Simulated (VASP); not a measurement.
# Na (I4/mmm) in VASP: further runs, part 2 of 2

VASP 6.6.1. Earlier steps stand in the parts before.

## (4) Relaxation of cell and atoms, PBEsol, target pressure 10 GPa, at which the enthalpy is minimised

This run uses another cell than the first one, of 23.88 Å³/atom.

INCAR reads:

```
SYSTEM = Na
PREC = Accurate ; ENCUT = 600
EDIFF = 1E-7 ; ISMEAR = 0
SIGMA = 0.1 ; LREAL = .False.
LASPH = .True. ; NELM = 100
ALGO = Normal ; ISIF = 3
LWAVE = .False. ; LCHARG = .False.
GGA = PS ; IBRION = 2
NSW = 70 ; EDIFFG = -0.008
PSTRESS = 100.0
```

KPOINTS reads:

```
Automatic mesh
0
Gamma
  18 18 18
  0 0 0
```

POSCAR reads:

```
Na
1.0
   -1.6204723821      1.6204723821      2.2739298707
    1.6204723821     -1.6204723821      2.2739298707
    1.6204723821      1.6204723821     -2.2739298707
Na
1
Direct
    0.0000000000      0.0000000000      0.0000000000
```

Potentials or basis: VASP PAW PBE potentials, release 64 (Na_pv).

On the command line:

```console
cat potpaw_PBE.64/Na_pv/POTCAR > POTCAR
mpirun -np 1 vasp_std > vasp.out
```

OUTCAR:

```text
SYSTEM = Na
   PREC = Accurate
   ENCUT = 600
   EDIFF = 1E-7
   ISMEAR = 0
   LREAL = .False.
   LASPH = .True.
   NELM = 100
   ISIF = 3
   GGA = PS
   IBRION = 2
   NSW = 70
   EDIFFG = -0.008
   PSTRESS = 100.0

 ion  position               nearest neighbor table
   1  0.000  0.000  0.000-

  LATTYP: Found a body centered tetragonal cell.
 ALAT       =     3.2409447642
 C/A-ratio  =     1.4032512345

  Lattice vectors:

 A1 = (  -1.6204723821,   1.6204723821,   2.2739298707)
 A2 = (   1.6204723821,  -1.6204723821,   2.2739298707)
 A3 = (   1.6204723821,   1.6204723821,  -2.2739298707)

Analysis of symmetry for initial positions (statically):
=====================================================================
 Subroutine PRICEL returns:
 Original cell was already a primitive cell.

 Routine SETGRP: Setting up the symmetry group for a
 body centered tetragonal supercell.

 Subroutine GETGRP returns: Found 16 space group operations
 (whereof 16 operations were pure point group operations)
 out of a pool of 16 trial point group operations.

The static configuration has the point symmetry D_4h.

Analysis of symmetry for dynamics (positions and initial velocities):
[... 166 lines left out ...]
  -------------------------------------------------------------------------------------
  Total        1.0716360      1.0716360      1.0682931      0.0000000      0.0000000      0.0000000
  in kB       71.8848823     71.8848823     71.6606365      0.0000000      0.0000000      0.0000000
  external PRESSURE =     -28.1898663 kB  Pullay stress =     100.0000000 kB
[... 61 lines left out ...]
--------------------------------------- Ionic step        3  -------------------------------------------

 number of electron       7.0000005 magnetization

 Free energy of the ion-electron system (eV)
  ---------------------------------------------------
  ext. energy  EPLUGINS =         0.00000000
  ---------------------------------------------------
  free energy    TOTEN  =        -1.09968835 eV

  energy without entropy =       -1.09752824  energy(sigma->0) =       -1.09860829

 E-fermi :   2.3546     XC(G=0):  -8.0754

 val. band max:        2.3533230827   @ k =  -0.2778   0.2778   0.2778
 cond. band min:       2.3615309140   @ k =   0.3889   0.0556   0.0556
 fundamental gap:      0.0082078313
 Fermi energy:         2.3545649102

 k-point     1 :       0.0000    0.0000    0.0000
  band No.  band energies     occupation
      1     -22.3061      2.00000
      2     -22.3061      2.00000
      3     -22.3057      2.00000
      4      -2.2678      2.00000
      5      16.9152      0.00000
      6      16.9152      0.00000
      7      16.9539      0.00000
[... 221 lines left out ...]
 k-point    24 :      -0.2222    0.0556    0.0000
  band No.  band energies     occupation
      1     -22.3809      2.00000
      2     -22.3185      2.00000
      3     -22.3153      2.00000
      4      -1.2085      2.00000
      5      11.1926      0.00000
      6      15.6113      0.00000
      7      15.9800      0.00000

 [... further k-points ...]

------------------------ aborting loop because EDIFF is reached ----------------------------------------

  FORCE on cell =-STRESS in cart. coord.  units (eV):
  Direction    XX          YY          ZZ          XY          YZ          ZX
  --------------------------------------------------------------------------------------
  -------------------------------------------------------------------------------------
  Total        1.3731732      1.3731732      1.3696027      0.0000000      0.0000000      0.0000000
  in kB      100.0283163    100.0283163     99.7682297      0.0000000      0.0000000      0.0000000
  external PRESSURE =      -0.0583792 kB  Pullay stress =     100.0000000 kB
[... 20 lines left out ...]
  energy  without entropy=       -1.0975282350  energy(sigma->0) =       -1.09860829

  enthalpy is  TOTEN    =         0.2730960977 eV   P V=        1.3727844461

 reached required accuracy - stopping structural energy minimisation
```

OSZICAR:

```text
N       E                     dE             d eps       ncg     rms          rms(c)
DAV:   1     0.204432208493E+02    0.20443E+02   -0.43975E+03  6727   0.105E+03
[... 20 lines left out ...]
       N       E                     dE             d eps       ncg     rms          rms(c)
DAV:   1    -0.111689878956E+01    0.10763E-01   -0.55881E-01  6720   0.175E+01    0.910E-01
DAV:   2    -0.110410047180E+01    0.12798E-01   -0.16332E-02  6720   0.297E+00    0.456E-01
DAV:   3    -0.109998072198E+01    0.41197E-02   -0.72784E-03  6720   0.187E+00    0.492E-02
DAV:   4    -0.109969125374E+01    0.28947E-03   -0.25864E-04  6797   0.406E-01    0.346E-03
DAV:   5    -0.109968889550E+01    0.23582E-05   -0.20839E-06  8589   0.333E-02    0.136E-03
DAV:   6    -0.109968834816E+01    0.54734E-06   -0.42751E-07  6783   0.166E-02    0.926E-05
DAV:   7    -0.109968834837E+01   -0.20793E-09   -0.18887E-09  3423   0.864E-04
   3 F= 0.27309610E+00 E0= 0.27417615E+00  d E =-.175879E-01
```

It took 2.3 min on 1 thread of Intel Xeon Platinum 8259CL at 2.50GHz (Skylake/Cascade Lake), shared host; peak memory 0.22 GiB.

What came out:

```yaml
Free_energy: -1.0997 eV
Relaxed_volume: 21.99 Å³/atom
Relaxed_cell: a = 3.141 Å, b = 3.141 Å, c = 3.141 Å, α = 119.74°, β = 119.74°, γ = 90.46°
Space_group_after_relaxing_to_0.1_Å: Fm-3m (No. 225)
Energy_change_on_relaxing_the_run_minimises_the_enthalpy: +100.4 meV/atom
Ionic_steps: 3
Pressure_after_relaxing: 10.0 GPa
Band_gap_on_the_k_mesh: zero (an odd number of electrons rules out a gap without spin polarisation)
```

Step by step:
| step | energy change (eV) | largest force (eV/Å) | pressure (GPa) | volume (Å³) |
| --- | --- | --- | --- | --- |
| 1 | 0.0000 | 0.0000 | 7.18 | 23.88 |
| 2 | 0.0724 | 0.0000 | 9.19 | 22.46 |
| 3 | 0.1004 | 0.0000 | 9.99 | 21.99 |

Final structure:
```
CELL_PARAMETERS angstrom
-1.57666 1.57666 2.21196
1.57666 -1.57666 2.21196
1.57666 1.57666 -2.21196
ATOMIC_POSITIONS crystal
Na 0.00000 0.00000 0.00000
```

Levels at points of the mesh, in eV from the Fermi level:
```tsv
k point	band 1	band 2	band 3	band 4	band 5	band 6	band 7
(0.00, 0.00, 0.00)	-24.66	-24.66	-24.66	-4.62	14.56	14.56	14.60
(0.50, 0.00, 0.00)	-24.86	-24.69	-24.68	0.60	1.50	13.13	13.28
(0.50, 0.50, 0.00)	-24.85	-24.73	-24.73	2.41	2.87	7.80	10.22
(0.50, 0.50, 0.50)	-24.85	-24.73	-24.73	2.54	2.95	7.70	10.11
```

Caveat: the cell is relaxed towards a set pressure, so the run minimises the enthalpy, not the energy; the PAW data sets were made with another functional, which shifts forces and pressure a little.

## (5) Single point, PBEsol

This run uses another cell than the first one, of 14.56 Å³/atom.

INCAR reads:

```
SYSTEM = Na
PREC = Accurate ; ENCUT = 520
EDIFF = 1E-6 ; ISMEAR = 0
SIGMA = 0.1 ; LREAL = .FALSE.
LASPH = .TRUE. ; NELM = 60
ALGO = Fast ; ISIF = 2
LWAVE = .FALSE. ; LCHARG = .TRUE.
GGA = PS ; LELF = .TRUE.
LVHAR = .TRUE. ; NBANDS = 10
```

KPOINTS reads:

```
Automatic mesh
0
G
  20 20 20
  0 0 0
```

POSCAR reads:

```
Na
1.0
   -1.3738427082      1.3738427082      1.9284144839
    1.3738427082     -1.3738427082      1.9284144839
    1.3738427082      1.3738427082     -1.9284144839
Na
1
Direct
    0.0000000000      0.0000000000      0.0000000000
```

On the command line:

```console
cat potpaw_PBE.64/Na_pv/POTCAR > POTCAR
mpirun -np 1 vasp_std > vasp.out
```

Wall time 27 s (1 thread of Intel Xeon 6975P-C (Granite Rapids), shared host); peak memory 0.18 GiB.

The run converged. Its results:

```yaml
Free_energy: -0.1094 eV
Pressure: 39.3 GPa
Band_gap_on_the_k_mesh: zero (an odd number of electrons rules out a gap without spin polarisation)
```

Levels at points of the mesh, in eV from the Fermi level:
```csv
k point,band 1,band 2,band 3,band 4,band 5,band 6,band 7,band 8
"(0.00, 0.00, 0.00)",-25.14,-25.14,-25.14,-6.00,17.72,17.72,17.77,19.97
"(0.50, 0.00, 0.00)",-25.80,-25.21,-25.21,0.75,1.91,15.85,16.04,18.28
"(0.50, 0.50, 0.00)",-25.74,-25.35,-25.34,3.02,3.27,8.87,13.44,13.49
"(0.50, 0.50, 0.50)",-25.73,-25.35,-25.35,3.09,3.43,8.74,13.32,13.32
```

Caveat: the cell stands under pressure; the PAW data sets were made with another functional, which shifts forces and pressure a little.

## (6) Single point, PBEsol

This run uses another cell than the first one, of 22.00 Å³/atom.

INCAR reads:

```
SYSTEM = Na
  ALGO = Fast
  EDIFF = 1E-7
  ENCUT = 520
  GGA = PS
  ISIF = 2
  ISMEAR = 0
  LASPH = .TRUE.
  LCHARG = .FALSE.
  LREAL = .FALSE.
  LWAVE = .FALSE.
  NBANDS = 10
  NELM = 80
  PREC = Accurate
  SIGMA = 0.1
```

KPOINTS reads:

```
k-points
0
G
  18 18 18
  0 0 0
```

POSCAR reads:

```
Na
1.0
   -1.5773223310      1.5773223310      2.2106653310
    1.5773223310     -1.5773223310      2.2106653310
    1.5773223310      1.5773223310     -2.2106653310
Na
1
Direct
    0.0000000000      0.0000000000      0.0000000000
```

Potentials or basis: VASP PAW PBE potentials, release 64 (Na_pv).

On the command line:

```console
cat potpaw_PBE.64/Na_pv/POTCAR > POTCAR
mpirun -np 1 vasp_std > vasp.out
```

Run time: 26 s. Hardware: 1 thread of Intel Xeon 6975P-C (Granite Rapids), shared host; peak memory 0.2 GiB.

The run converged. Its results:

| Property | Result |
| --- | --- |
| Free energy | -1.0995 eV |
| Pressure | 10.2 GPa |
| Band gap on the k mesh | zero (an odd number of electrons rules out a gap without spin polarisation) |

Levels at points of the mesh, in eV from the Fermi level:
| k point | band 1 | band 2 | band 3 | band 4 | band 5 | band 6 | band 7 | band 8 | band 9 |
| --- | --- | --- | --- | --- | --- | --- | --- | --- | --- |
| (0.00, 0.00, 0.00) | -24.66 | -24.66 | -24.66 | -4.62 | 14.56 | 14.56 | 14.60 | 16.18 | 18.07 |
| (0.50, 0.00, 0.00) | -24.86 | -24.69 | -24.68 | 0.60 | 1.50 | 13.11 | 13.29 | 14.83 | 16.26 |
| (0.50, 0.50, 0.00) | -24.85 | -24.73 | -24.73 | 2.41 | 2.86 | 7.80 | 10.23 | 10.24 | 14.28 |
| (0.50, 0.50, 0.50) | -24.85 | -24.73 | -24.73 | 2.55 | 2.96 | 7.69 | 10.10 | 10.10 | 14.21 |

Caveat: the cell stands under pressure; the PAW data sets were made with another functional, which shifts forces and pressure a little.

## (7) Summary

```csv
task,cell,k mesh,cutoff (eV),gap on the mesh (eV),pressure (GPa)
single point,"a = 3.678 Å, angles 119.1, 119.1, 91.6°, 1 atom",16 × 16 × 16,520,none,0.1
relaxation of cell and atoms,"relaxed to 40 GPa from a = 2.867 Å, angles 119.7, 119.7, 90.5°, 1 atom",20 × 20 × 20,600,none,40.0
relaxation of cell and atoms,"relaxed to 10 GPa from a = 3.228 Å, angles 119.7, 119.7, 90.4°, 1 atom",18 × 18 × 18,600,none,10.0
single point,"a = 2.737 Å, angles 119.8, 119.8, 90.4°, 1 atom",20 × 20 × 20,520,none,39.3
single point,"a = 3.141 Å, angles 119.7, 119.7, 90.5°, 1 atom",18 × 18 × 18,520,none,10.2
```

Alike in all rows: level PBEsol; potentials or basis VASP PAW PBE potentials, release 64 (Na_pv); no spin polarisation; smearing gaussian 0.1 eV.

Caveats: the PAW data sets were made with another functional, which shifts forces and pressure a little; the cell is relaxed towards a set pressure, so the run minimises the enthalpy, not the energy (at least some runs); the cell stands under pressure (at least some runs).

Total energies depend on the potentials used, so only differences within one code and one set of settings carry meaning.

The gap in the log of VASP goes by the Fermi energy; the results here count the filled bands.